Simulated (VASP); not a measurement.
# S (P3_221) in VASP: relaxation of cell and atoms with PBE+D3(BJ)

Aim: the relaxation of cell and atoms of S with PBE+D3(BJ).

Program: VASP 6.6.1. These are calculated values, not measurements. Logs are shortened: lines on timing, memory, paths and dates and some standing lists are left out, and cuts for length are marked.

## 1. The cell of the first run

It takes space group P3_221 (No. 154, trigonal). Conventional cell: a = 7.848 Å, b = 7.848 Å, c = 4.372 Å, α = 90.00°, β = 90.00°, γ = 120.00°. S (site symmetry 2) has 2 S at 2.06 Å within 2.7 Å. Within 2.7 Å of S (site symmetry 1) lie 2 S at 2.06 Å.

## 2. Relaxation of cell and atoms, PBE+D3(BJ)

Contents of INCAR:

```
SYSTEM = S
ALGO     = Normal         ! electronic algorithm
EDIFF    = 1E-7           ! SCF threshold, eV
EDIFFG   = -0.02          ! ionic threshold
ENCUT    = 500            ! plane-wave cutoff, eV
GGA      = PE             ! functional
GGA_COMPAT= .FALSE.      
IBRION   = 2              ! ionic algorithm
ISIF     = 3              ! what is computed and relaxed
ISMEAR   = 0              ! smearing method
IVDW     = 12             ! dispersion correction
KPAR     = 4            
LASPH    = .TRUE.         ! aspherical terms in the spheres
LCHARG   = .FALSE.        ! write CHGCAR
LREAL    = .FALSE.        ! projectors in reciprocal space
LWAVE    = .FALSE.        ! write WAVECAR
NELM     = 120            ! most SCF steps
NELMIN   = 4            
NSW      = 90             ! ionic steps
PREC     = Accurate       ! precision mode
SIGMA    = 0.02           ! smearing width, eV
```

Contents of KPOINTS:

```
k-points
0
G
  9 9 9
  0 0 0
```

Contents of POSCAR:

```
S
1.0
    7.8483716206      0.0000000000      0.0000000000
   -3.9241858103      6.7968892018      0.0000000000
    0.0000000000      0.0000000000      4.3718472700
S
9
Direct
    0.1074698100      0.1074698100      0.5000000000
    0.4497097800      0.6897898700      0.7335943500
    0.6897898700      0.4497097800      0.2664056500
    0.8925301900      0.0000000000      0.1666666700
    0.2400800900      0.5502902200      0.0669276800
    0.3102101300      0.7599199100      0.4002610200
    0.5502902200      0.2400800900      0.9330723200
    0.7599199100      0.3102101300      0.5997389800
    0.0000000000      0.8925301900      0.8333333300
```

Potentials or basis: VASP PAW PBE potentials, release 64 (S).

The run is started by

```bash
cat potpaw_PBE.64/S/POTCAR > POTCAR
mpirun -np 4 vasp_std > vasp.out
```

OUTCAR:

```text
SYSTEM = S
   EDIFF = 1E-7
   EDIFFG = -0.02
   ENCUT = 500
   GGA = PE
   IBRION = 2
   ISIF = 3
   ISMEAR = 0
   IVDW = 12
   LASPH = .TRUE.
   LREAL = .FALSE.
   NELM = 120
   NELMIN = 4
   NSW = 90
   PREC = Accurate
 IVDW          = 12

 ion  position               nearest neighbor table
   1  0.107  0.107  0.500-   4 2.06   9 2.06
   2  0.450  0.690  0.734-   6 2.06   5 2.06
   3  0.690  0.450  0.266-   8 2.06   7 2.06
   4  0.893  0.000  0.167-   1 2.06   9 2.06
   5  0.240  0.550  0.067-   2 2.06   6 2.06
   6  0.310  0.760  0.400-   2 2.06   5 2.06
   7  0.550  0.240  0.933-   3 2.06   8 2.06
   8  0.760  0.310  0.600-   3 2.06   7 2.06
   9  0.000  0.893  0.833-   1 2.06   4 2.06

  LATTYP: Found a hexagonal cell.
 ALAT       =     7.8483716206
 C/A-ratio  =     0.5570387695

  Lattice vectors:

 A1 = (   7.8483716206,   0.0000000000,   0.0000000000)
 A2 = (  -3.9241858103,   6.7968892018,   0.0000000000)
 A3 = (   0.0000000000,   0.0000000000,   4.3718472700)

Analysis of symmetry for initial positions (statically):
=====================================================================
 Subroutine PRICEL returns:
 Original cell was already a primitive cell.

 Routine SETGRP: Setting up the symmetry group for a
 hexagonal supercell.

 Subroutine GETGRP returns: Found  6 space group operations
 (whereof  2 operations were pure point group operations)
 out of a pool of 24 trial point group operations.

The static configuration has the point symmetry C_2 .
 The point group associated with its full space group is D_3 .

Analysis of symmetry for dynamics (positions and initial velocities):
=====================================================================
 Subroutine PRICEL returns:
 Original cell was already a primitive cell.

 Routine SETGRP: Setting up the symmetry group for a
 hexagonal supercell.

 Subroutine GETGRP returns: Found  6 space group operations
 (whereof  2 operations were pure point group operations)
 out of a pool of 24 trial point group operations.

The dynamic configuration has the point symmetry C_2 .
 The point group associated with its full space group is D_3 .

 Subroutine INISYM returns: Found  6 space group operations
 (whereof  2 operations are pure point group operations),
 and found     1 'primitive' translations

----------------------------------------------------------------------------------------

                                     Primitive cell

  volume of cell :     233.2141

  direct lattice vectors                    reciprocal lattice vectors
     7.848371621  0.000000000  0.000000000     0.127414966  0.073563065  0.000000000
    -3.924185810  6.796889202  0.000000000     0.000000000  0.147126129  0.000000000
     0.000000000  0.000000000  4.371847270     0.000000000  0.000000000  0.228736261

  length of vectors
     7.848371621  7.848371621  4.371847270     0.147126129  0.147126129  0.228736261

  position of ions in fractional coordinates (direct lattice)
     0.107469810  0.107469810  0.500000000
     0.449709780  0.689789870  0.733594350
     0.689789870  0.449709780  0.266405650
     0.892530190  0.000000000  0.166666670
     0.240080090  0.550290220  0.066927680
     0.310210130  0.759919910  0.400261020
     0.550290220  0.240080090  0.933072320
     0.759919910  0.310210130  0.599738980
     0.000000000  0.892530190  0.833333330

  ion indices of the primitive-cell ions
   primitive index   ion index
                 1           1
                 2           2
                 3           3
                 4           4
                 5           5
                 6           6
                 7           7
                 8           8
                 9           9

----------------------------------------------------------------------------------------

 KPOINTS: k-points

Automatic generation of k-mesh.
 Grid dimensions read from file:
 generate k-points for:    9    9    9

 Generating k-lattice:

  Cartesian coordinates                     Fractional coordinates (reciprocal lattice)
     0.014157218  0.008173674  0.000000000     0.111111111  0.000000000  0.000000000
     0.000000000  0.016347348  0.000000000     0.000000000  0.111111111  0.000000000
     0.000000000  0.000000000  0.025415140     0.000000000  0.000000000  0.111111111

  Length of vectors
     0.016347348  0.016347348  0.025415140

  Shift w.r.t. Gamma in fractional coordinates (k-lattice)
     0.000000000  0.000000000  0.000000000

 Subroutine IBZKPT returns following result:
 ===========================================

 Found     88 irreducible k-points:

 Following reciprocal coordinates:
            Coordinates               Weight
  0.000000  0.000000  0.000000      1.000000
  0.111111  0.000000  0.000000      6.000000
  0.222222  0.000000  0.000000      6.000000
  0.333333  0.000000  0.000000      6.000000
  0.444444  0.000000  0.000000      6.000000
  0.111111  0.111111  0.000000      6.000000
[... 16 lines left out ...]
  0.222222  0.111111  0.111111     12.000000
 -0.111111  0.333333  0.111111     12.000000
 [... further k-points ...]
   k-points           NKPTS =     88   k-points in BZ     NKDIM =     88   number of bands    NBANDS=     32
   number of dos      NEDOS =    301   number of ions     NIONS =      9
   total plane-waves  NPLWV = 115200
   dimension x,y,z NGX =    60 NGY =   60 NGZ =   32
   dimension x,y,z NGXF=   120 NGYF=  120 NGZF=   64
   ions per type =               9
   NGX,Y,Z   is equivalent  to a cutoff of  12.71, 12.71, 12.17 a.u.
   NGXF,Y,Z  is equivalent  to a cutoff of  25.42, 25.42, 24.34 a.u.
 SYSTEM =  S
   PREC   = accura    normal or accurate (medium, high low for compatibility)
   ISTART =      0    job   : 0-new  1-cont  2-samecut
   ICHARG =      2    charge: 1-file 2-atom 10-const
   ISPIN  =      1    spin polarized calculation?
   LNONCOLLINEAR =      F non collinear calculations
   LSORBIT =      F    spin-orbit coupling
   LASPH  =      T    aspherical Exc in radial PAW
   ENCUT  =  500.0 eV  36.75 Ry    6.06 a.u.  14.31 14.31  7.97*2*pi/ulx,y,z
   NELM   =    120;   NELMIN=  4; NELMDL= -5     # of ELM steps
   EDIFF  = 0.1E-06   stopping-criterion for ELM
   LREAL  =      F    real-space projection
   EDIFFG = -.2E-01   stopping-criterion for IOM
   NSW    =     90    number of steps for IOM
   IBRION =      2    ionic relax: 0-MD 1-quasi-New 2-CG
   NFREE  =      1    steps in history (QN), initial steepest desc. (CG)
   ISIF   =      3    stress and relaxation
   ISYM   =      2    0-nonsym 1-usesym 2-fastsym
   POTIM  = 0.5000    time-step for ionic-motion
   TEBEG  =    0.0;   TEEND  =   0.0 temperature during run
   PSTRESS=    0.0 pullay stress
   NELECT =      54.0000    total number of electrons
   NUPDOWN=      -1.0000    fix difference up-down
   EMIN   =  10.00;   EMAX   =-10.00  energy-range for DOS
   EFERMI =   0.00;   METHOD = LEGACY
   ISMEAR =     0;   SIGMA  =   0.02  broadening in eV -4-tet -1-fermi 0-gaus
   EFERMI_NEDOS =   21; number of points for ismear=-14 and -15
   IALGO  =     38    algorithm
   IMIX   =      4    mixing-type and parameters
     AMIX     =   0.40;   BMIX     =  1.00
     AMIX_MAG =   1.60;   BMIX_MAG =  1.00
  volume/ion in A,a.u.               =      25.91       174.87
  Fermi-wavevector in a.u.,A,eV,Ry     =   1.005282  1.899707 13.749933  1.010592
  Thomas-Fermi vector in A             =   2.137951
   LORBIT       =      0    0 simple, 1 ext, 2 COOP (PROOUT), +10 PAW based schemes
   GGA     = PE    functional components
   LHFCALC =     F    Hartree Fock is set to
   AEXX    =    0.0000 exact exchange contribution
   IVDW    =    12    specifies the selected vdW correction
   LEPSILON=     F    determine dielectric tensor
   LRPA    =     F    only Hartree local field effects (RPA)
 conjugate gradient relaxation of ions
 non-spin polarized calculation
 Gauss-broadening in eV      SIGMA  =   0.02
  energy-cutoff  :      500.00
  volume of cell :      233.21
 maximum number of plane-waves:      5956
 NGX is ok and might be reduce to    60
   NGX = 29   NGY = 29   NGZ = 15

--------------------------------------- Ionic step        1  -------------------------------------------

 number of electron      53.9999994 magnetization

 Free energy of the ion-electron system (eV)
  ---------------------------------------------------
  ext. energy  EPLUGINS =         0.00000000
  ---------------------------------------------------
  free energy    TOTEN  =       -36.72615225 eV

  energy without entropy =      -36.72615225  energy(sigma->0) =      -36.72615225

------------------------ aborting loop because EDIFF is reached ----------------------------------------

 Edisp (eV)   -1.98940

 E8    (eV) :    -0.7046

  FORCE on cell =-STRESS in cart. coord.  units (eV):
  Direction    XX          YY          ZZ          XY          YZ          ZX
  --------------------------------------------------------------------------------------
  -------------------------------------------------------------------------------------
  Total      -0.38903    -0.38903     0.49883    -0.00000     0.00000     0.00000
  in kB      -2.67261    -2.67261     3.42696    -0.00000     0.00000     0.00000
  external pressure =       -0.64 kB  Pullay stress =        0.00 kB
[... 118 lines left out ...]
  FREE ENERGIE OF THE ION-ELECTRON SYSTEM (eV)
  ---------------------------------------------------
  free  energy   TOTEN  =       -38.7264815137 eV

  energy  without entropy=      -38.7264815137  energy(sigma->0) =      -38.72648151

[... ionic steps 4 to 8 ...]

--------------------------------------- Ionic step        9  -------------------------------------------

 number of electron      53.9999997 magnetization

------------------------ aborting loop because EDIFF is reached ----------------------------------------

 Edisp (eV)   -2.27667

 E8    (eV) :    -0.8154
[... 83 lines left out ...]
  energy  without entropy=      -38.7961152495  energy(sigma->0) =      -38.79611525

--------------------------------------- Ionic step       11  -------------------------------------------

 number of electron      53.9999997 magnetization

 Free energy of the ion-electron system (eV)
  ---------------------------------------------------
  ext. energy  EPLUGINS =         0.00000000
  ---------------------------------------------------
  free energy    TOTEN  =       -36.51398200 eV

  energy without entropy =      -36.51398200  energy(sigma->0) =      -36.51398200

 E-fermi :   3.0458     XC(G=0):  -8.7853

 val. band max:        2.9614321779   @ k =   0.0000   0.0000   0.3333
 cond. band min:       4.9098822633   @ k =   0.0000   0.4444   0.4444
 fundamental gap:      1.9484500854
 Fermi energy:         3.0457522065

 k-point     1 :       0.0000    0.0000    0.0000
  band No.  band energies     occupation
      1     -13.6464      2.00000
      2     -13.3471      2.00000
      3     -13.2890      2.00000
      4      -8.6282      2.00000
      5      -8.6282      2.00000
      6      -8.5056      2.00000
[... 829 lines left out ...]
     31       6.3951      0.00000
     32       6.6262      0.00000

 [... further k-points ...]

------------------------ aborting loop because EDIFF is reached ----------------------------------------

 Edisp (eV)   -2.28371

 E8    (eV) :    -0.8180

  FORCE on cell =-STRESS in cart. coord.  units (eV):
  Direction    XX          YY          ZZ          XY          YZ          ZX
  --------------------------------------------------------------------------------------
  -------------------------------------------------------------------------------------
  Total       0.04522     0.04522     0.14715    -0.00000     0.00000     0.00000
  in kB       0.34696     0.34696     1.12913    -0.00000     0.00000     0.00000
  external pressure =        0.61 kB  Pullay stress =        0.00 kB
[... 24 lines left out ...]
  FREE ENERGIE OF THE ION-ELECTRON SYSTEM (eV)
  ---------------------------------------------------
  free  energy   TOTEN  =       -38.7976896538 eV

  energy  without entropy=      -38.7976896538  energy(sigma->0) =      -38.79768965

 reached required accuracy - stopping structural energy minimisation
```

Run time: 30 min. Hardware: 4 MPI ranks of AMD EPYC 7R43 (Zen 3), shared host; peak memory 0.6 GiB.

What came out:

| Item | Value |
| --- | --- |
| Free energy | -38.7977 eV |
| Relaxed volume | 23.20 Å³/atom |
| Relaxed cell | a = 7.432 Å, b = 7.432 Å, c = 4.365 Å, α = 90.00°, β = 90.00°, γ = 120.00° |
| Space group after relaxing (to 0.1 Å) | P3_221 (No. 154) |
| Energy gained by relaxing | 9.1 meV/atom |
| Ionic steps | 11 |
| Pressure after relaxing | 0.1 GPa |
| Largest force after relaxing | 0.019 eV/Å |
| Band gap on the k mesh | 1.95 eV (least direct gap 2.09 eV) |
| Dispersion energy per atom | -0.254 eV |

Forces in eV/Å, atoms in the order of the input:
```
S   -0.009 -0.016  0.000
S    0.004 -0.003 -0.001
S   -0.005  0.002  0.001
S    0.019  0.000  0.000
S   -0.005 -0.002 -0.001
S    0.001  0.005 -0.001
S    0.001 -0.005  0.001
S    0.004  0.003  0.001
S   -0.009  0.016  0.000
```

The path:
| step | energy change (eV) | largest force (eV/Å) | pressure (GPa) | volume (Å³) |
| --- | --- | --- | --- | --- |
| 1 | 0.0000 | 0.2309 | -0.06 | 233.21 |
| 2 | -0.0107 | 0.0750 | -0.97 | 232.86 |
| 3 | -0.0109 | 0.0350 | -0.85 | 232.91 |
| 4 | -0.0230 | 0.0382 | -0.76 | 230.44 |
| 5 | -0.0520 | 0.0436 | -0.46 | 223.13 |
| 6 | -0.0704 | 0.0370 | 0.42 | 208.93 |
| 7 | -0.0717 | 0.0366 | 0.18 | 212.20 |
| 8 | -0.0812 | 0.0827 | -0.12 | 209.69 |
| 9 | -0.0813 | 0.0944 | -0.16 | 209.37 |
| 10 | -0.0806 | 0.0886 | 0.37 | 208.00 |
| 11 | -0.0821 | 0.0189 | 0.06 | 208.79 |

Final structure:
```
CELL_PARAMETERS angstrom
7.43183 0.00000 0.00000
-3.71592 6.43615 0.00000
0.00000 0.00000 4.36512
ATOMIC_POSITIONS crystal
S 0.11509 0.11509 0.50000
S 0.45707 0.69065 0.73371
S 0.69065 0.45707 0.26629
S 0.88491 0.00000 0.16667
S 0.23358 0.54293 0.06705
S 0.30935 0.76642 0.40038
S 0.54293 0.23358 0.93295
S 0.76642 0.30935 0.59962
S 0.00000 0.88491 0.83333
```

Levels at points of the mesh, in eV from the valence-band top:
```tsv
k point	band 24	band 25	band 26	band 27	band 28	band 29	band 30	band 31
(0.00, 0.00, 0.00)	-2.10	-0.90	-0.77	-0.33	3.44	3.44	3.46	3.55
```

A k mesh can miss the band edges.
